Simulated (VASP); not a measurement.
# Br (Cmce) in VASP: further runs, part 2 of 2

VASP 6.6.1. Earlier steps stand in the parts before.

## Step 3: Single point, LDA

This run uses another cell than the first one, of 31.95 Å³/atom.

File INCAR:

```
SYSTEM = Br
ALGO = Normal
EDIFF = 1E-6
ENCUT = 520
ISIF = 2
ISMEAR = -1
LASPH = .TRUE.
LCHARG = .FALSE.
LREAL = .FALSE.
LWAVE = .FALSE.
NBANDS = 22
NELM = 60
PREC = Accurate
SIGMA = 0.05
```

File KPOINTS:

```
k-points
0
G
  7 7 3
  0 0 0
```

File POSCAR:

```
Br
1.0
    3.2945929801     -2.2751377168      0.0000000000
    3.2945929801      2.2751377168      0.0000000000
    0.0000000000      0.0000000000      8.5246521939
Br
4
Direct
    0.3651000000      0.6349000000      0.3901000000
    0.1349000000      0.8651000000      0.8901000000
    0.6349000000      0.3651000000      0.6099000000
    0.8651000000      0.1349000000      0.1099000000
```

Potentials or basis: VASP PAW LDA potentials, release 64 (Br).

The run is started by

```sh
$ cat potpaw_LDA.64/Br/POTCAR > POTCAR
$ mpirun -np 1 vasp_std > vasp.out
```

OUTCAR:

```text
SYSTEM = Br
   EDIFF = 1E-6
   ENCUT = 520
   ISIF = 2
   ISMEAR = -1
   LASPH = .TRUE.
   LREAL = .FALSE.
   NELM = 60
   PREC = Accurate

 ion  position               nearest neighbor table
   1  0.365  0.635  0.390-   3 2.24
   2  0.135  0.865  0.890-   4 2.24
   3  0.635  0.365  0.610-   1 2.24
   4  0.865  0.135  0.110-   2 2.24

  LATTYP: Found a base centered orthorhombic cell.
 ALAT       =     4.5502754336
 B/A-ratio  =     1.4480850789
 C/A-ratio  =     1.8734365245

  Lattice vectors:

 A1 = (  -3.2945929801,  -2.2751377168,   0.0000000000)
 A2 = (   3.2945929801,  -2.2751377168,   0.0000000000)
 A3 = (   0.0000000000,   0.0000000000,   8.5246521939)

Analysis of symmetry for initial positions (statically):
=====================================================================
 Subroutine PRICEL returns:
 Original cell was already a primitive cell.

 Routine SETGRP: Setting up the symmetry group for a
 base centered orthorhombic supercell.

 Subroutine GETGRP returns: Found  8 space group operations
 (whereof  4 operations were pure point group operations)
 out of a pool of  8 trial point group operations.

The static configuration has the point symmetry C_2h.
 The point group associated with its full space group is D_2h.

Analysis of symmetry for dynamics (positions and initial velocities):
=====================================================================
 Subroutine PRICEL returns:
 Original cell was already a primitive cell.

 Routine SETGRP: Setting up the symmetry group for a
 base centered orthorhombic supercell.

 Subroutine GETGRP returns: Found  8 space group operations
 (whereof  4 operations were pure point group operations)
 out of a pool of  8 trial point group operations.

The dynamic configuration has the point symmetry C_2h.
 The point group associated with its full space group is D_2h.

 Subroutine INISYM returns: Found  8 space group operations
 (whereof  4 operations are pure point group operations),
 and found     1 'primitive' translations

----------------------------------------------------------------------------------------

                                     Primitive cell

  volume of cell :     127.7957

  direct lattice vectors                    reciprocal lattice vectors
     3.294592980 -2.275137717  0.000000000     0.151763815 -0.219766916  0.000000000
     3.294592980  2.275137717  0.000000000     0.151763815  0.219766916  0.000000000
     0.000000000  0.000000000  8.524652194     0.000000000  0.000000000  0.117306839

  length of vectors
     4.003822490  4.003822490  8.524652194     0.267076306  0.267076306  0.117306839

  position of ions in fractional coordinates (direct lattice)
     0.365100000  0.634900000  0.390100000
     0.134900000  0.865100000  0.890100000
     0.634900000  0.365100000  0.609900000
     0.865100000  0.134900000  0.109900000

  ion indices of the primitive-cell ions
   primitive index   ion index
                 1           1
                 2           2
                 3           3
                 4           4

----------------------------------------------------------------------------------------

 KPOINTS: k-points

Automatic generation of k-mesh.
 Grid dimensions read from file:
 generate k-points for:    7    7    3

 Generating k-lattice:

  Cartesian coordinates                     Fractional coordinates (reciprocal lattice)
     0.021680545 -0.031395274  0.000000000     0.142857143  0.000000000  0.000000000
     0.021680545  0.031395274  0.000000000     0.000000000  0.142857143  0.000000000
     0.000000000  0.000000000  0.039102280     0.000000000  0.000000000  0.333333333

  Length of vectors
     0.038153758  0.038153758  0.039102280

  Shift w.r.t. Gamma in fractional coordinates (k-lattice)
     0.000000000  0.000000000  0.000000000

 Subroutine IBZKPT returns following result:
 ===========================================

 Found     32 irreducible k-points:

 Following reciprocal coordinates:
            Coordinates               Weight
  0.000000  0.000000  0.000000      1.000000
  0.142857  0.000000  0.000000      4.000000
  0.285714  0.000000  0.000000      4.000000
  0.428571  0.000000  0.000000      4.000000
  0.142857  0.142857  0.000000      2.000000
  0.285714  0.142857  0.000000      4.000000
[... 16 lines left out ...]
  0.428571  0.142857  0.333333      8.000000
 -0.428571  0.142857  0.333333      8.000000
 [... further k-points ...]
   k-points           NKPTS =     32   k-points in BZ     NKDIM =     32   number of bands    NBANDS=     22
   number of dos      NEDOS =    301   number of ions     NIONS =      4
   total plane-waves  NPLWV =  57600
   dimension x,y,z NGX =    30 NGY =   30 NGZ =   64
   dimension x,y,z NGXF=    60 NGYF=   60 NGZF=  128
   ions per type =               4
   NGX,Y,Z   is equivalent  to a cutoff of  12.46, 12.46, 12.48 a.u.
   NGXF,Y,Z  is equivalent  to a cutoff of  24.91, 24.91, 24.96 a.u.
 SYSTEM =  Br
   PREC   = accura    normal or accurate (medium, high low for compatibility)
   ISTART =      0    job   : 0-new  1-cont  2-samecut
   ICHARG =      2    charge: 1-file 2-atom 10-const
   ISPIN  =      1    spin polarized calculation?
   LNONCOLLINEAR =      F non collinear calculations
   LSORBIT =      F    spin-orbit coupling
   LASPH  =      T    aspherical Exc in radial PAW
   ENCUT  =  520.0 eV  38.22 Ry    6.18 a.u.   7.44  7.44 15.85*2*pi/ulx,y,z
   NELM   =     60;   NELMIN=  2; NELMDL= -5     # of ELM steps
   EDIFF  = 0.1E-05   stopping-criterion for ELM
   LREAL  =      F    real-space projection
   EDIFFG = 0.1E-04   stopping-criterion for IOM
   NSW    =      0    number of steps for IOM
   IBRION =     -1    ionic relax: 0-MD 1-quasi-New 2-CG
   NFREE  =      0    steps in history (QN), initial steepest desc. (CG)
   ISIF   =      2    stress and relaxation
   ISYM   =      2    0-nonsym 1-usesym 2-fastsym
   POTIM  = 0.5000    time-step for ionic-motion
   TEBEG  =    0.0;   TEEND  =   0.0 temperature during run
   PSTRESS=    0.0 pullay stress
   NELECT =      28.0000    total number of electrons
   NUPDOWN=      -1.0000    fix difference up-down
   EMIN   =  10.00;   EMAX   =-10.00  energy-range for DOS
   EFERMI =   0.00;   METHOD = LEGACY
   ISMEAR =    -1;   SIGMA  =   0.05  broadening in eV -4-tet -1-fermi 0-gaus
   EFERMI_NEDOS =   21; number of points for ismear=-14 and -15
   IALGO  =     38    algorithm
   IMIX   =      4    mixing-type and parameters
     AMIX     =   0.40;   BMIX     =  1.00
     AMIX_MAG =   1.60;   BMIX_MAG =  1.00
  volume/ion in A,a.u.               =      31.95       215.60
  Fermi-wavevector in a.u.,A,eV,Ry     =   0.986936  1.865038 13.252643  0.974042
  Thomas-Fermi vector in A             =   2.118353
   LORBIT       =      0    0 simple, 1 ext, 2 COOP (PROOUT), +10 PAW based schemes
   GGA     = CA    functional components
   LHFCALC =     F    Hartree Fock is set to
   AEXX    =    0.0000 exact exchange contribution
   IVDW    =     0    specifies the selected vdW correction
   LEPSILON=     F    determine dielectric tensor
   LRPA    =     F    only Hartree local field effects (RPA)
 non-spin polarized calculation
  energy-cutoff  :      520.00
  volume of cell :      127.80
 maximum number of plane-waves:      3465
 NGX is ok and might be reduce to    30
   NGX = 15   NGY = 15   NGZ = 31

 number of electron      27.9999989 magnetization

 Free energy of the ion-electron system (eV)
  ---------------------------------------------------
  ext. energy  EPLUGINS =         0.00000000
  ---------------------------------------------------
  free energy    TOTEN  =        -8.09014906 eV

  energy without entropy =       -8.09014906  energy(sigma->0) =       -8.09014906

 E-fermi :   1.1186     XC(G=0):  -8.5919

 val. band max:        0.1187777610   @ k =  -0.4286   0.4286   0.0000
 cond. band min:       2.0649738917   @ k =   0.1429   0.0000   0.0000
 fundamental gap:      1.9461961307
 Fermi energy:         1.1186243788

 k-point     1 :       0.0000    0.0000    0.0000
  band No.  band energies     occupation
      1     -16.2131      2.00000
      2     -15.8570      2.00000
      3     -13.0993      2.00000
      4     -12.2874      2.00000
      5      -5.1520      2.00000
      6      -3.9676      2.00000
[... 14 lines left out ...]
     21       8.9898      0.00000
     22       9.0941      0.00000
[... 552 lines left out ...]
  band No.  band energies     occupation
      1     -15.8483      2.00000
      2     -15.8290      2.00000
      3     -12.7230      2.00000
      4     -12.6866      2.00000
      5      -4.8373      2.00000
      6      -4.7810      2.00000
[... 14 lines left out ...]
     21       9.5384      0.00000
     22       9.7509      0.00000

 [... further k-points ...]
[... 5 lines left out ...]
  --------------------------------------------------------------------------------------
  -------------------------------------------------------------------------------------
  Total       -0.7275512     -0.1360835      2.4982149      0.0000000      0.0000000      0.0000000
  in kB       -9.1213269     -1.7060819     31.3201798      0.0000000      0.0000000      0.0000000
  external PRESSURE =       6.8309237 kB  Pullay stress =       0.0000000 kB

 VOLUME and BASIS-vectors are now :
 -----------------------------------------------------------------------------
  energy-cutoff  :      520.00
  volume of cell :      127.80
      direct lattice vectors                 reciprocal lattice vectors
     3.294592980 -2.275137717  0.000000000     0.151763815 -0.219766916  0.000000000
     3.294592980  2.275137717  0.000000000     0.151763815  0.219766916  0.000000000
     0.000000000  0.000000000  8.524652194     0.000000000  0.000000000  0.117306839

 POSITION                                       TOTAL-FORCE (eV/Angst)
 -----------------------------------------------------------------------------------
      3.29459      0.61383      3.32547         0.000000      0.756009     -1.287359
      3.29459      1.66131      7.58779         0.000000     -0.756009     -1.287359
      3.29459     -0.61383      5.19919         0.000000     -0.756009      1.287359
      3.29459     -1.66131      0.93686         0.000000      0.756009      1.287359
 -----------------------------------------------------------------------------------
    total drift:                               -0.000000      0.000000      0.000000

  FREE ENERGIE OF THE ION-ELECTRON SYSTEM (eV)
  ---------------------------------------------------
  free  energy   TOTEN  =        -8.0901490592 eV

  energy  without entropy=       -8.0901490568  energy(sigma->0) =       -8.09014906
```

It took 45 s on 1 thread of Intel Xeon Platinum 8488C (Sapphire Rapids), shared host; peak memory 0.22 GiB.

Results:

| Item | Value |
| --- | --- |
| Free energy | -8.0901 eV |
| Pressure | 0.7 GPa |
| Largest force | 1.493 eV/Å |
| Band gap on the k mesh | 1.95 eV (least direct gap 1.97 eV) |

Forces on the atoms (eV/Å):
```
Br   0.000  0.756 -1.287
Br   0.000 -0.756 -1.287
Br   0.000 -0.756  1.287
Br   0.000  0.756  1.287
```

Levels at points of the mesh, in eV from the valence-band top:
| k point | band 12 | band 13 | band 14 | band 15 | band 16 | band 17 |
| --- | --- | --- | --- | --- | --- | --- |
| (0.00, 0.00, 0.00) | -0.41 | -0.07 | -0.01 | 1.96 | 2.78 | 5.64 |

Caveat: forces of over 1 eV/Å act on the atoms, so gaps and moduli don't describe the material at rest.
